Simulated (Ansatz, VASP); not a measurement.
Given: the input of a run of Ansatz 0.2.0 on ScAl3.

Contents of input.yaml:

```yaml
crystal:
  lattice:
    - [4.08780657, 0.0, 0.0]
    - [0.0, 4.08780657, 0.0]
    - [0.0, 0.0, 4.08780657]
  atoms:
    - { symbol: Sc, position: [0.0, 0.0, 0.0] }
    - { symbol: Al, position: [0.5, 0.5, 0.0] }
    - { symbol: Al, position: [0.0, 0.5, 0.5] }
    - { symbol: Al, position: [0.5, 0.0, 0.5] }
hamiltonian:
  xc: rpbe
  pseudopotentials: { kind: paw }
  dispersion: d3bj
kpoints:
  mp_grid: { grid: [7, 7, 7] }
scf:
  occupations: { method: fermi_dirac, width: 0.05 }
output:
  forces: true
  stress: true
relax:
  f_tol: 0.01
  max_steps: 40
  cell: { stress_tol: 0.05 }
```

Potentials or basis: Ansatz PAW.

Command:

```sh
$ ansatz run input.yaml --threads 2 --pin off --max-ram 5632MiB --backend cpu --events-out ev --progress --plain --runs-dir out
```

Set up the same calculation for VASP 6.6.1. Potentials there: VASP PAW PBE potentials, release 64 (Sc_sv, Al).

As run (the cutoff follows the program's own potentials):

Contents of INCAR:

```
PREC = Accurate ; ENCUT = 600
EDIFF = 1E-6 ; ISMEAR = -1
SIGMA = 0.05 ; LREAL = False
LASPH = True ; NELM = 60
ALGO = Normal ; ISIF = 3
LWAVE = False ; LCHARG = False
GGA = RP ; IVDW = 12
IBRION = 2 ; NSW = 60
EDIFFG = -0.01
```

File KPOINTS:

```
Automatic mesh
0
Gamma
  7 7 7
```

POSCAR

```
ScAl3
1.0
    4.0878065700      0.0000000000      0.0000000000
    0.0000000000      4.0878065700      0.0000000000
    0.0000000000      0.0000000000      4.0878065700
Sc Al
1 3
Direct
    0.0000000000      0.0000000000      0.0000000000
    0.5000000000      0.5000000000      0.0000000000
    0.0000000000      0.5000000000      0.5000000000
    0.5000000000      0.0000000000      0.5000000000
```

Potentials or basis: VASP PAW PBE potentials, release 64 (Sc_sv, Al).

Command:

```console
$ cat potpaw_PBE.64/Sc_sv/POTCAR potpaw_PBE.64/Al/POTCAR > POTCAR
$ mpirun -np 1 vasp_std > vasp.out
```

Both were run:

|  | VASP | Ansatz | Ansatz less VASP |
| --- | --- | --- | --- |
| relaxed volume (Å³/atom) | 14.04 | 14.04 | 0.000 |
| relaxed cell length with the largest relative difference (Å) | 3.829 | 3.829 | 0.0000 |

VASP's potentials were made for PBE, not for RPBE.

Noted on VASP's run: the volume moved by over 15 % at a fixed basis, so the end points are rough. Noted on Ansatz's run: the volume moved by over 15 % at a fixed basis, so the end points are rough; the plane-wave basis is chosen anew once the cell has moved, so the energies of steps on either side of that aren't comparable.
